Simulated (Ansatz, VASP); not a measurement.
# Two plane-wave programs on GaSi

Contents of INCAR:

```
ALGO = Normal ; EDIFF = 1E-6
EDIFFG = -0.04 ; ENCUT = 600
GGA = PE ; IBRION = 2
ISIF = 3 ; ISMEAR = 0
LASPH = T ; LCHARG = F
LREAL = F ; LWAVE = F
NELM = 100 ; NSW = 90
PREC = Accurate ; SIGMA = 0.1
```

KPOINTS

```
k-points
0
Gamma
  4 6 4
```

The input POSCAR:

```
GaSi
1.0
    5.9167137011      0.0000000000      0.0000000000
    0.0000000000      3.3454599164      0.0000000000
    0.0000000000      0.0000000000      5.8874030251
Ga Si
4 4
Direct
    0.0100000000      0.2500000000      0.8100000000
    0.4900000000      0.7500000000      0.3100000000
    0.5100000000      0.2500000000      0.6900000000
    0.9900000000      0.7500000000      0.1900000000
    0.2200000000      0.2500000000      0.4200000000
    0.2800000000      0.7500000000      0.9200000000
    0.7200000000      0.2500000000      0.0800000000
    0.7800000000      0.7500000000      0.5800000000
```

Input for Ansatz:

```yaml
crystal:
  lattice:
    - [5.9167137011, 0.0, 0.0]
    - [0.0, 3.3454599164, 0.0]
    - [0.0, 0.0, 5.8874030251]
  atoms:
    - { symbol: Ga, position: [0.01, 0.25, 0.81] }
    - { symbol: Ga, position: [0.49, 0.75, 0.31] }
    - { symbol: Ga, position: [0.51, 0.25, 0.69] }
    - { symbol: Ga, position: [0.99, 0.75, 0.19] }
    - { symbol: Si, position: [0.22, 0.25, 0.42] }
    - { symbol: Si, position: [0.28, 0.75, 0.92] }
    - { symbol: Si, position: [0.72, 0.25, 0.08] }
    - { symbol: Si, position: [0.78, 0.75, 0.58] }
basis:
  ecutwfc: 420
kpoints:
  mp_grid: { grid: [4, 6, 4] }
hamiltonian:
  xc: pbe
scf:
  occupations: { method: gaussian, width: 0.1 }
  lower_state_search: "off"
output:
  forces: true
  stress: true
  eigenvalues: true
relax:
  adjacent_minimum: "off"
  f_tol: 0.04
  max_steps: 70
  cell: { stress_tol: 0.4 }
```

Alike in both runs: task relaxation of cell and atoms; functional PBE; k mesh 4 × 6 × 4; occupations gaussian, width 0.1 eV; no spin polarisation.

|  | VASP | Ansatz |
| --- | --- | --- |
| version | VASP 6.6.1 | Ansatz 0.2.0 |
| potentials or method | VASP PAW PBE potentials, release 64 (Ga_d, Si), cutoff 600 eV | scalar-relativistic, plane waves, PAW |
| valence electrons in the cell | 68 | 68 |

|  | VASP | Ansatz | Ansatz less VASP |
| --- | --- | --- | --- |
| gap on the k mesh at the Fermi level, each at its own relaxed structure (eV) | none | none | - |
| relaxed volume (Å³/atom) | 17.83 | 17.75 | -0.085 |
| relaxed cell length with the largest relative difference (Å) | 5.286 | 5.268 | -0.0182 |

A gap of «none» marks a metal or a gap that the smearing closes.

Noted on VASP's run: the volume moved by over 15 % at a fixed basis, so the end points are rough.
